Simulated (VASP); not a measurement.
# MgSe (Fm-3m) in VASP: a series of runs

The runs below take MgSe through single point, with RPBE, PBE.

Everything below comes from runs of VASP 6.6.1. Logs are shortened: lines on timing, memory, paths and dates and some standing lists are left out, and cuts for length are marked.

## Step 1: The cell of the first run

It takes space group Fm-3m (No. 225, cubic). Conventional cell: a = 5.467 Å, b = 5.467 Å, c = 5.467 Å, α = 90.00°, β = 90.00°, γ = 90.00°. Within 3.6 Å of Mg (site symmetry m-3m) lie 6 Se at 2.73 Å. Within 3.6 Å of Se (site symmetry m-3m) lie 6 Mg at 2.73 Å.

## Step 2: Single point, RPBE

File INCAR:

```
PREC = Accurate
ENCUT = 600
EDIFF = 1E-6
ISMEAR = 0
SIGMA = 0.1
LREAL = F
LASPH = T
NELM = 120
ALGO = Normal
ISIF = 2
LWAVE = F
LCHARG = F
GGA = RP
NBANDS = 11
GGA_COMPAT = F
```

File KPOINTS:

```
regular mesh
0
Gamma
  4 4 4
```

File POSCAR:

```
MgSe
1.0
    0.0000000000      2.7337235204      2.7337235204
    2.7337235204      0.0000000000      2.7337235204
    2.7337235204      2.7337235204      0.0000000000
Mg Se
1 1
Direct
    0.0000000000      0.0000000000      0.0000000000
    0.5000000000      0.5000000000      0.5000000000
```

Potentials or basis: VASP PAW PBE potentials, release 64 (Mg, Se).

On the command line:

```console
$ cat potpaw_PBE.64/Mg/POTCAR potpaw_PBE.64/Se/POTCAR > POTCAR
$ mpirun -np 1 vasp_std > vasp.out
```

OUTCAR:

```text
PREC = Accurate
   ENCUT = 600
   EDIFF = 1E-6
   ISMEAR = 0
   LREAL = F
   LASPH = T
   NELM = 120
   ISIF = 2
   GGA = RP

 ion  position               nearest neighbor table
   1  0.000  0.000  0.000-   2 2.73   2 2.73   2 2.73   2 2.73   2 2.73   2 2.73
   2  0.500  0.500  0.500-   1 2.73   1 2.73   1 2.73   1 2.73   1 2.73   1 2.73

  LATTYP: Found a face centered cubic cell.
 ALAT       =     5.4674470408

  Lattice vectors:

 A1 = (   0.0000000000,   2.7337235204,   2.7337235204)
 A2 = (   2.7337235204,   0.0000000000,   2.7337235204)
 A3 = (   2.7337235204,   2.7337235204,   0.0000000000)

Analysis of symmetry for initial positions (statically):
=====================================================================
 Subroutine PRICEL returns:
 Original cell was already a primitive cell.

 Routine SETGRP: Setting up the symmetry group for a
 face centered cubic supercell.

 Subroutine GETGRP returns: Found 48 space group operations
 (whereof 48 operations were pure point group operations)
 out of a pool of 48 trial point group operations.

The static configuration has the point symmetry O_h .

Analysis of symmetry for dynamics (positions and initial velocities):
=====================================================================
 Subroutine PRICEL returns:
 Original cell was already a primitive cell.

 Routine SETGRP: Setting up the symmetry group for a
 face centered cubic supercell.

 Subroutine GETGRP returns: Found 48 space group operations
 (whereof 48 operations were pure point group operations)
 out of a pool of 48 trial point group operations.

The dynamic configuration has the point symmetry O_h .

 Subroutine INISYM returns: Found 48 space group operations
 (whereof 48 operations are pure point group operations),
 and found     1 'primitive' translations

----------------------------------------------------------------------------------------

                                     Primitive cell

  volume of cell :      40.8596

  direct lattice vectors                    reciprocal lattice vectors
     0.000000000  2.733723520  2.733723520    -0.182900720  0.182900720  0.182900720
     2.733723520  0.000000000  2.733723520     0.182900720 -0.182900720  0.182900720
     2.733723520  2.733723520  0.000000000     0.182900720  0.182900720 -0.182900720

  length of vectors
     3.866068878  3.866068878  3.866068878     0.316793340  0.316793340  0.316793340

  position of ions in fractional coordinates (direct lattice)
     0.000000000  0.000000000  0.000000000
     0.500000000  0.500000000  0.500000000

  ion indices of the primitive-cell ions
   primitive index   ion index
                 1           1
                 2           2

----------------------------------------------------------------------------------------

 KPOINTS: regular mesh

Automatic generation of k-mesh.
 Grid dimensions read from file:
 generate k-points for:    4    4    4

 Generating k-lattice:

  Cartesian coordinates                     Fractional coordinates (reciprocal lattice)
    -0.045725180  0.045725180  0.045725180     0.250000000  0.000000000  0.000000000
     0.045725180 -0.045725180  0.045725180     0.000000000  0.250000000  0.000000000
     0.045725180  0.045725180 -0.045725180     0.000000000  0.000000000  0.250000000

  Length of vectors
     0.079198335  0.079198335  0.079198335

  Shift w.r.t. Gamma in fractional coordinates (k-lattice)
     0.000000000  0.000000000  0.000000000

 Subroutine IBZKPT returns following result:
 ===========================================

 Found      8 irreducible k-points:

 Following reciprocal coordinates:
            Coordinates               Weight
  0.000000  0.000000  0.000000      1.000000
  0.250000  0.000000  0.000000      8.000000
  0.500000  0.000000  0.000000      4.000000
  0.250000  0.250000  0.000000      6.000000
  0.500000  0.250000  0.000000     24.000000
 -0.250000  0.250000  0.000000     12.000000
  0.500000  0.500000  0.000000      3.000000
 -0.250000  0.500000  0.250000      6.000000
   k-points           NKPTS =      8   k-points in BZ     NKDIM =      8   number of bands    NBANDS=     11
   number of dos      NEDOS =    301   number of ions     NIONS =      2
   total plane-waves  NPLWV =  32768
   dimension x,y,z NGX =    32 NGY =   32 NGZ =   32
   dimension x,y,z NGXF=    64 NGYF=   64 NGZF=   64
   ions per type =               1   1
   NGX,Y,Z   is equivalent  to a cutoff of  13.76, 13.76, 13.76 a.u.
   NGXF,Y,Z  is equivalent  to a cutoff of  27.52, 27.52, 27.52 a.u.
 SYSTEM =  unknown system
   PREC   = accura    normal or accurate (medium, high low for compatibility)
   ISTART =      0    job   : 0-new  1-cont  2-samecut
   ICHARG =      2    charge: 1-file 2-atom 10-const
   ISPIN  =      1    spin polarized calculation?
   LNONCOLLINEAR =      F non collinear calculations
   LSORBIT =      F    spin-orbit coupling
   LASPH  =      T    aspherical Exc in radial PAW
   ENCUT  =  600.0 eV  44.10 Ry    6.64 a.u.   7.72  7.72  7.72*2*pi/ulx,y,z
   NELM   =    120;   NELMIN=  2; NELMDL= -5     # of ELM steps
   EDIFF  = 0.1E-05   stopping-criterion for ELM
   LREAL  =      F    real-space projection
   EDIFFG = 0.1E-04   stopping-criterion for IOM
   NSW    =      0    number of steps for IOM
   IBRION =     -1    ionic relax: 0-MD 1-quasi-New 2-CG
   NFREE  =      0    steps in history (QN), initial steepest desc. (CG)
   ISIF   =      2    stress and relaxation
   ISYM   =      2    0-nonsym 1-usesym 2-fastsym
   POTIM  = 0.5000    time-step for ionic-motion
   TEBEG  =    0.0;   TEEND  =   0.0 temperature during run
   PSTRESS=    0.0 pullay stress
   NELECT =       8.0000    total number of electrons
   NUPDOWN=      -1.0000    fix difference up-down
   EMIN   =  10.00;   EMAX   =-10.00  energy-range for DOS
   EFERMI =   0.00;   METHOD = LEGACY
   ISMEAR =     0;   SIGMA  =   0.10  broadening in eV -4-tet -1-fermi 0-gaus
   EFERMI_NEDOS =   21; number of points for ismear=-14 and -15
   IALGO  =     38    algorithm
   IMIX   =      4    mixing-type and parameters
     AMIX     =   0.40;   BMIX     =  1.00
     AMIX_MAG =   1.60;   BMIX_MAG =  1.00
  volume/ion in A,a.u.               =      20.43       137.87
  Fermi-wavevector in a.u.,A,eV,Ry     =   0.950620  1.796411 12.295288  0.903678
  Thomas-Fermi vector in A             =   2.079014
   LORBIT       =      0    0 simple, 1 ext, 2 COOP (PROOUT), +10 PAW based schemes
   GGA     = RP    functional components
   LHFCALC =     F    Hartree Fock is set to
   AEXX    =    0.0000 exact exchange contribution
   IVDW    =     0    specifies the selected vdW correction
   LEPSILON=     F    determine dielectric tensor
   LRPA    =     F    only Hartree local field effects (RPA)
 non-spin polarized calculation
 Gauss-broadening in eV      SIGMA  =   0.10
  energy-cutoff  :      600.00
  volume of cell :       40.86
 maximum number of plane-waves:      1380
 NGX is ok and might be reduce to    32
   NGX = 15   NGY = 15   NGZ = 15

 number of electron       8.0000000 magnetization

 Free energy of the ion-electron system (eV)
  ---------------------------------------------------
  ext. energy  EPLUGINS =         0.00000000
  ---------------------------------------------------
  free energy    TOTEN  =        -6.87288036 eV

  energy without entropy =       -6.87288036  energy(sigma->0) =       -6.87288036

 E-fermi :   3.7215     XC(G=0):  -9.3133

 val. band max:        3.2823120192   @ k =   0.0000   0.0000   0.0000
 cond. band min:       5.1640863597   @ k =   0.5000   0.5000   0.0000
 fundamental gap:      1.8817743405
 Fermi energy:         3.7215234425

 k-point     1 :       0.0000    0.0000    0.0000
  band No.  band energies     occupation
      1      -9.5763      2.00000
      2       3.2823      2.00000
      3       3.2823      2.00000
      4       3.2823      2.00000
      5       5.9546      0.00000
      6      10.7100      0.00000
      7      10.7100      0.00000
      8      10.7100      0.00000
      9      13.2334      0.00000
     10      13.2334      0.00000
     11      14.3122      0.00000

 k-point     2 :       0.2500    0.0000    0.0000
  band No.  band energies     occupation
      1      -9.0940      2.00000
      2       0.3157      2.00000
      3       2.9675      2.00000
      4       2.9675      2.00000
      5       7.4618      0.00000
      6      10.3753      0.00000
      7      10.3753      0.00000
      8      11.0740      0.00000
      9      12.8679      0.00000
     10      12.8679      0.00000
     11      13.3460      0.00000

 k-point     3 :       0.5000    0.0000    0.0000
  band No.  band energies     occupation
      1      -8.4722      2.00000
      2      -1.5974      2.00000
      3       2.7075      2.00000
      4       2.7075      2.00000
      5       7.1667      0.00000
      6       9.4104      0.00000
      7       9.4104      0.00000
      8      11.9696      0.00000
      9      14.7532      0.00000
     10      17.1920      0.00000
     11      17.1920      0.00000

 k-point     4 :       0.2500    0.2500    0.0000
  band No.  band energies     occupation
      1      -8.9418      2.00000
      2       0.5867      2.00000
      3       2.2567      2.00000
      4       2.2567      2.00000
      5       7.3941      0.00000
      6       8.4422      0.00000
      7      10.7427      0.00000
      8      12.8843      0.00000
      9      12.8843      0.00000
     10      14.2267      0.00000
     11      16.7230      0.00000

 k-point     5 :       0.5000    0.2500    0.0000
  band No.  band energies     occupation
      1      -8.3278      2.00000
      2      -0.8299      2.00000
      3       1.0099      2.00000
      4       2.0305      2.00000
      5       6.8736      0.00000
      6       9.6083      0.00000
      7      11.4380      0.00000
      8      11.5303      0.00000
      9      14.8712      0.00000
     10      17.1103      0.00000
     11      17.4041      0.00000

 k-point     6 :      -0.2500    0.2500    0.0000
  band No.  band energies     occupation
      1      -8.5267      2.00000
      2      -0.5355      2.00000
      3       0.8936      2.00000
      4       2.6602      2.00000
      5       8.1404      0.00000
      6      10.1356      0.00000
      7      10.3934      0.00000
      8      10.8655      0.00000
      9      13.1226      0.00000
     10      16.0691      0.00000
     11      16.5525      0.00000

 k-point     7 :       0.5000    0.5000    0.0000
  band No.  band energies     occupation
      1      -8.1536      2.00000
      2      -0.9260      2.00000
      3       1.5195      2.00000
      4       1.5195      2.00000
      5       5.1641      0.00000
      6       7.3004      0.00000
      7      15.0431      0.00000
      8      15.4895      0.00000
      9      15.4895      0.00000
     10      15.8690      0.00000
     11      19.1169      0.00000

 k-point     8 :      -0.2500    0.5000    0.2500
  band No.  band energies     occupation
      1      -8.1197      2.00000
      2       0.0100      2.00000
      3       0.0100      2.00000
      4       0.7754      2.00000
      5       7.8609      0.00000
      6      10.2970      0.00000
      7      10.8723      0.00000
      8      10.8723      0.00000
      9      16.4236      0.00000
     10      16.4236      0.00000
     11      18.0317      0.00000

------------------------ aborting loop because EDIFF is reached ----------------------------------------

  FORCE on cell =-STRESS in cart. coord.  units (eV):
  Direction    XX          YY          ZZ          XY          YZ          ZX
  --------------------------------------------------------------------------------------
  -------------------------------------------------------------------------------------
  Total        0.8962135      0.8962135      0.8962135     -0.0000000     -0.0000000     -0.0000000
  in kB       35.1421458     35.1421458     35.1421458     -0.0000000     -0.0000000     -0.0000000
  external PRESSURE =      35.1421458 kB  Pullay stress =       0.0000000 kB

 VOLUME and BASIS-vectors are now :
 -----------------------------------------------------------------------------
  energy-cutoff  :      600.00
  volume of cell :       40.86
      direct lattice vectors                 reciprocal lattice vectors
     0.000000000  2.733723520  2.733723520    -0.182900720  0.182900720  0.182900720
     2.733723520  0.000000000  2.733723520     0.182900720 -0.182900720  0.182900720
     2.733723520  2.733723520  0.000000000     0.182900720  0.182900720 -0.182900720

 POSITION                                       TOTAL-FORCE (eV/Angst)
 -----------------------------------------------------------------------------------
      0.00000      0.00000      0.00000        -0.000000     -0.000000     -0.000000
      2.73372      2.73372      2.73372         0.000000      0.000000      0.000000
 -----------------------------------------------------------------------------------
    total drift:                               -0.000000     -0.000000      0.000000

  FREE ENERGIE OF THE ION-ELECTRON SYSTEM (eV)
  ---------------------------------------------------
  free  energy   TOTEN  =        -6.8728803584 eV

  energy  without entropy=       -6.8728803584  energy(sigma->0) =       -6.87288036
```

It took 8.2 s on 1 thread of Intel Xeon Platinum 8375C at 2.90GHz (Ice Lake), shared host; peak memory 0.17 GiB.

What came out:

```yaml
Free_energy: -6.8729 eV
Pressure: 3.5 GPa
Band_gap_on_the_k_mesh: 1.88 eV, indirect (least direct gap 2.67 eV)
```

Caveat: the k points lie up to 0.50 Å⁻¹ apart; the PAW data sets were made with another functional, which shifts forces and pressure a little. A hybrid or GW would open this gap; RPBE tends to underestimate it.

## Step 3: Single point, PBE

File INCAR:

```
SYSTEM = MgSe
PREC = Accurate ; ENCUT = 600
EDIFF = 1E-6 ; ISMEAR = -4
SIGMA = 0.1 ; LREAL = .False.
LASPH = .True. ; NELM = 120
ALGO = Normal ; ISIF = 2
LWAVE = .False. ; LCHARG = .False.
GGA = PE ; NBANDS = 11
GGA_COMPAT = .False.
```

File KPOINTS:

```
Automatic mesh
0
Gamma
  4 4 4
  0 0 0
```

POSCAR is that of step 2.

Potentials or basis: VASP PAW PBE potentials, release 64 (Mg, Se).

On the command line:

```console
$ cat potpaw_PBE.64/Mg/POTCAR potpaw_PBE.64/Se/POTCAR > POTCAR
$ mpirun -np 1 vasp_std > vasp.out
```

It took 7.4 s on 1 thread of Intel Xeon Platinum 8375C at 2.90GHz (Ice Lake), shared host; peak memory 0.16 GiB.

It converged, with:

```yaml
Free_energy: -7.4175 eV
Pressure: 1.7 GPa
Band_gap_on_the_k_mesh: 1.75 eV, indirect (least direct gap 2.52 eV)
```

Levels at points of the mesh, in eV from the valence-band top:
```tsv
k point	band 1	band 2	band 3	band 4	band 5	band 6	band 7	band 8
(0.00, 0.00, 0.00)	-12.89	0.00	0.00	0.00	2.52	7.39	7.39	7.39
(0.50, 0.00, 0.00)	-11.79	-4.92	-0.57	-0.57	3.80	6.06	6.06	8.53
(0.50, 0.50, 0.00)	-11.47	-4.23	-1.77	-1.77	1.75	3.96	11.66	12.08
```

Caveat: the k points lie up to 0.50 Å⁻¹ apart.
